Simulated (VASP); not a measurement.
# PbS (Fm-3m) in VASP: settings compared, part 2 of 2

VASP 6.6.1.

## (3) Single point, revPBE

INCAR

```
SYSTEM = PbS
  ALGO = Normal
  EDIFF = 1E-7
  ENCUT = 520
  GGA = RE
  ISIF = 2
  ISMEAR = -1
  LASPH = .TRUE.
  LCHARG = .FALSE.
  LREAL = .FALSE.
  LWAVE = .FALSE.
  NBANDS = 17
  NELM = 100
  PREC = Accurate
  SIGMA = 0.05
```

KPOINTS

```
k-points
0
G
  8 8 8
  0 0 0
```

POSCAR

```
PbS
1.0
    0.0000000000      2.9657500000      2.9657500000
    2.9657500000      0.0000000000      2.9657500000
    2.9657500000      2.9657500000      0.0000000000
Pb S
1 1
Direct
    0.0000000000      0.0000000000      0.0000000000
    0.5000000000      0.5000000000      0.5000000000
```

Potentials or basis: VASP PAW PBE potentials, release 64 (Pb_d, S).

Started as:

```
$ cat potpaw_PBE.64/Pb_d/POTCAR potpaw_PBE.64/S/POTCAR > POTCAR
$ mpirun -np 1 vasp_std > vasp.out
```

OUTCAR:

```text
SYSTEM = PbS
   EDIFF = 1E-7
   ENCUT = 520
   GGA = RE
   ISIF = 2
   ISMEAR = -1
   LASPH = .TRUE.
   LREAL = .FALSE.
   NELM = 100
   PREC = Accurate

 ion  position               nearest neighbor table
   1  0.000  0.000  0.000-   2 2.97   2 2.97   2 2.97   2 2.97   2 2.97   2 2.97
   2  0.500  0.500  0.500-   1 2.97   1 2.97   1 2.97   1 2.97   1 2.97   1 2.97

  LATTYP: Found a face centered cubic cell.
 ALAT       =     5.9315000000

  Lattice vectors:

 A1 = (   0.0000000000,   2.9657500000,   2.9657500000)
 A2 = (   2.9657500000,   0.0000000000,   2.9657500000)
 A3 = (   2.9657500000,   2.9657500000,   0.0000000000)

Analysis of symmetry for initial positions (statically):
=====================================================================
 Subroutine PRICEL returns:
 Original cell was already a primitive cell.

 Routine SETGRP: Setting up the symmetry group for a
 face centered cubic supercell.

 Subroutine GETGRP returns: Found 48 space group operations
 (whereof 48 operations were pure point group operations)
 out of a pool of 48 trial point group operations.

The static configuration has the point symmetry O_h .

[... 156 lines left out ...]

  energy without entropy =       -8.14732635  energy(sigma->0) =       -8.14738011

 E-fermi :   6.1299     XC(G=0):  -9.5627

 val. band max:        5.9128524156   @ k =   0.5000   0.0000   0.0000
 cond. band min:       6.3468713311   @ k =   0.5000   0.0000   0.0000
 fundamental gap:      0.4340189155
 Fermi energy:         6.1298655293

 k-point     1 :       0.0000    0.0000    0.0000
  band No.  band energies     occupation
      1     -10.9656      2.00000
      2     -10.9656      2.00000
      3     -10.9656      2.00000
      4     -10.9457      2.00000
      5     -10.9457      2.00000
      6      -7.6809      2.00000
[... 457 lines left out ...]
      4     -10.9366      2.00000
      5     -10.9158      2.00000
      6      -6.2244      2.00000
[... 9 lines left out ...]
     16      16.8318      0.00000
     17      17.1439      0.00000

 [... further k-points ...]

------------------------ aborting loop because EDIFF is reached ----------------------------------------

  FORCE on cell =-STRESS in cart. coord.  units (eV):
  Direction    XX          YY          ZZ          XY          YZ          ZX
  --------------------------------------------------------------------------------------
  -------------------------------------------------------------------------------------
  Total        1.1610156      1.1610156      1.1610156     -0.0000000     -0.0000000     -0.0000000
  in kB       35.6545560     35.6545560     35.6545560     -0.0000000     -0.0000000     -0.0000000
  external PRESSURE =      35.6545560 kB  Pullay stress =       0.0000000 kB

 VOLUME and BASIS-vectors are now :
 -----------------------------------------------------------------------------
  energy-cutoff  :      520.00
  volume of cell :       52.17
      direct lattice vectors                 reciprocal lattice vectors
     0.000000000  2.965750000  2.965750000    -0.168591419  0.168591419  0.168591419
     2.965750000  0.000000000  2.965750000     0.168591419 -0.168591419  0.168591419
     2.965750000  2.965750000  0.000000000     0.168591419  0.168591419 -0.168591419

 POSITION                                       TOTAL-FORCE (eV/Angst)
 -----------------------------------------------------------------------------------
      0.00000      0.00000      0.00000         0.000000     -0.000000     -0.000000
      2.96575      2.96575      2.96575        -0.000000      0.000000      0.000000
 -----------------------------------------------------------------------------------
    total drift:                                0.000000     -0.000000     -0.000000

  FREE ENERGIE OF THE ION-ELECTRON SYSTEM (eV)
  ---------------------------------------------------
  free  energy   TOTEN  =        -8.1474338696 eV

  energy  without entropy=       -8.1473263467  energy(sigma->0) =       -8.14738011
```

Wall time 13 s (1 thread of AMD EPYC 9R45 (Zen 5), shared host); peak memory 0.16 GiB.

What came out:

| Quantity | Value |
| --- | --- |
| Free energy | -8.1474 eV |
| Pressure | 3.6 GPa |
| Band gap on the k mesh | 0.43 eV |

Caveat: the cell stands under pressure; the PAW data sets were made with another functional, which shifts forces and pressure a little; spin-orbit coupling is left out, which moves the levels of the heavy elements. A k mesh can miss the band edges.

## (4) Single point, PBE

INCAR

```
SYSTEM = PbS
PREC = Accurate ; ENCUT = 520
EDIFF = 1E-6 ; ISMEAR = 0
SIGMA = 0.019000000000000003 ; LREAL = .False.
LASPH = .True. ; NELM = 100
ALGO = Normal ; ISIF = 2
LWAVE = .False. ; LCHARG = .True.
GGA = PE ; LELF = .True.
LVHAR = .True. ; NBANDS = 17
```

KPOINTS

```
Automatic mesh
0
Gamma
  8 8 8
  0 0 0
```

POSCAR is that of step 3.

Potentials or basis: VASP PAW PBE potentials, release 64 (Pb_d, S).

Started as:

```
$ cat potpaw_PBE.64/Pb_d/POTCAR potpaw_PBE.64/S/POTCAR > POTCAR
$ mpirun -np 1 vasp_std > vasp.out
```

OUTCAR:

```text
SYSTEM = PbS
   PREC = Accurate
   ENCUT = 520
   EDIFF = 1E-6
   ISMEAR = 0
   LREAL = .False.
   LASPH = .True.
   NELM = 100
   ISIF = 2
   GGA = PE

 ion  position               nearest neighbor table
   1  0.000  0.000  0.000-   2 2.97   2 2.97   2 2.97   2 2.97   2 2.97   2 2.97
   2  0.500  0.500  0.500-   1 2.97   1 2.97   1 2.97   1 2.97   1 2.97   1 2.97

  LATTYP: Found a face centered cubic cell.
 ALAT       =     5.9315000000

  Lattice vectors:

 A1 = (   0.0000000000,   2.9657500000,   2.9657500000)
 A2 = (   2.9657500000,   0.0000000000,   2.9657500000)
[... 666 lines left out ...]

  FORCE on cell =-STRESS in cart. coord.  units (eV):
  Direction    XX          YY          ZZ          XY          YZ          ZX
  --------------------------------------------------------------------------------------
  -------------------------------------------------------------------------------------
  Total        0.6976850      0.6976850      0.6976850     -0.0000000     -0.0000000      0.0000000
  in kB       21.4257670     21.4257670     21.4257670     -0.0000000     -0.0000000      0.0000000
  external PRESSURE =      21.4257670 kB  Pullay stress =       0.0000000 kB

 VOLUME and BASIS-vectors are now :
 -----------------------------------------------------------------------------
  energy-cutoff  :      520.00
  volume of cell :       52.17
      direct lattice vectors                 reciprocal lattice vectors
     0.000000000  2.965750000  2.965750000    -0.168591419  0.168591419  0.168591419
     2.965750000  0.000000000  2.965750000     0.168591419 -0.168591419  0.168591419
     2.965750000  2.965750000  0.000000000     0.168591419  0.168591419 -0.168591419

 POSITION                                       TOTAL-FORCE (eV/Angst)
 -----------------------------------------------------------------------------------
      0.00000      0.00000      0.00000         0.000000     -0.000000      0.000000
      2.96575      2.96575      2.96575         0.000000      0.000000     -0.000000
 -----------------------------------------------------------------------------------
    total drift:                                0.000000     -0.000000     -0.000000

  FREE ENERGIE OF THE ION-ELECTRON SYSTEM (eV)
  ---------------------------------------------------
  free  energy   TOTEN  =        -8.7560459526 eV

  energy  without entropy=       -8.7560459526  energy(sigma->0) =       -8.75604595
```

It took 11 s on 1 thread of AMD EPYC 9R45 (Zen 5), shared host; peak memory 0.16 GiB.

Results:

```
Free energy            : -8.7560 eV
Pressure               : 2.1 GPa
Band gap on the k mesh : 0.36 eV
```

Caveat: spin-orbit coupling is left out, which moves the levels of the heavy elements. A k mesh can miss the band edges.

## (5) Single point, PBEsol+D4, collinear spin

This run uses another cell than the first one, of 25.17 Å³/atom.

INCAR

```
PREC = Accurate ; ENCUT = 520
EDIFF = 1E-6 ; ISMEAR = 0
SIGMA = 0.01 ; LREAL = F
LASPH = T ; NELM = 150
ALGO = Normal ; ISIF = 2
LWAVE = F ; LCHARG = F
ISPIN = 2 ; MAGMOM = 0.5 0
LORBIT = 11 ; GGA = PS
IVDW = 13 ; NBANDS = 21
```

KPOINTS

```
Automatic mesh
0
Gamma
  8 8 8
```

POSCAR

```
PbS
1.0
    0.0000000000      2.9306504096      2.9306504096
    2.9306504096      0.0000000000      2.9306504096
    2.9306504096      2.9306504096      0.0000000000
Pb S
1 1
Direct
    0.0000000000      0.0000000000      0.0000000000
    0.5000000000      0.5000000000      0.5000000000
```

Started as:

```
$ cat potpaw_PBE.64/Pb_d/POTCAR potpaw_PBE.64/S/POTCAR > POTCAR
$ mpirun -np 1 vasp_std > vasp.out
```

It took 27 s on 1 thread of AMD EPYC 9R45 (Zen 5), shared host; peak memory 0.2 GiB.

The run converged. Its results:

```yaml
Free_energy: -9.9056 eV
Pressure: -0.1 GPa
Band_gap_on_the_k_mesh: 0.11 eV
Net_moment: 0.00 μB per cell
Valence_electrons_inside_the_program's_atomic_spheres: Pb 11.86; S 3.67
Dispersion_energy_per_atom: -0.226 eV
```

Levels at points of the mesh, in eV from the valence-band top:
Spin up:
```csv
k point,band 8,band 9,band 10,band 11,band 12,band 13
"(0.00, 0.00, 0.00)",-2.40,-2.40,-2.40,5.22,5.22,5.22
"(0.50, 0.00, 0.00)",-1.97,-1.97,0.00,0.11,1.77,1.77
"(0.50, 0.50, 0.00)",-5.62,-3.75,-3.75,3.52,5.60,5.73
```
Spin down:
```csv
k point,band 7,band 8,band 9,band 10,band 11,band 12,band 13,band 14
"(0.00, 0.00, 0.00)",-6.04,-2.40,-2.40,-2.40,5.22,5.22,5.22,6.51
"(0.50, 0.00, 0.00)",-9.16,-1.97,-1.97,0.00,0.11,1.77,1.77,8.49
"(0.50, 0.50, 0.00)",-7.34,-5.62,-3.75,-3.75,3.52,5.60,5.73,5.73
```

Caveat: the PAW data sets were made with another functional, which shifts forces and pressure a little; spin-orbit coupling is left out, which moves the levels of the heavy elements. A k mesh can miss the band edges.

## (6) Summary

| level | spin | cell | k mesh | smearing | gap on the mesh (eV) | pressure (GPa) |
| --- | --- | --- | --- | --- | --- | --- |
| PBE | off | a = 4.194 Å, angles 60.0°, 2 atoms | 4 × 4 × 4 | fermi-dirac 0.02 eV | 0.36 | 2.2 |
| revPBE | off | a = 4.194 Å, angles 60.0°, 2 atoms | 8 × 8 × 8 | fermi-dirac 0.05 eV | 0.43 | 3.6 |
| PBE | off | a = 4.194 Å, angles 60.0°, 2 atoms | 8 × 8 × 8 | gaussian 0.019 eV | 0.36 | 2.1 |
| PBEsol+D4 | collinear | a = 4.145 Å, angles 60.0°, 2 atoms | 8 × 8 × 8 | gaussian 0.01 eV | 0.11 | -0.1 |

Alike in all rows: task single point; potentials or basis VASP PAW PBE potentials, release 64 (Pb_d, S); cutoff (eV) 520.

Caveats: some runs use coarse meshes; spin-orbit coupling is left out, which moves the levels of the heavy elements; the PAW data sets were made with another functional, which shifts forces and pressure a little (at least some runs); the cell stands under pressure (at least some runs).

Total energies depend on the potentials used, so only differences within one code and one set of settings carry meaning.
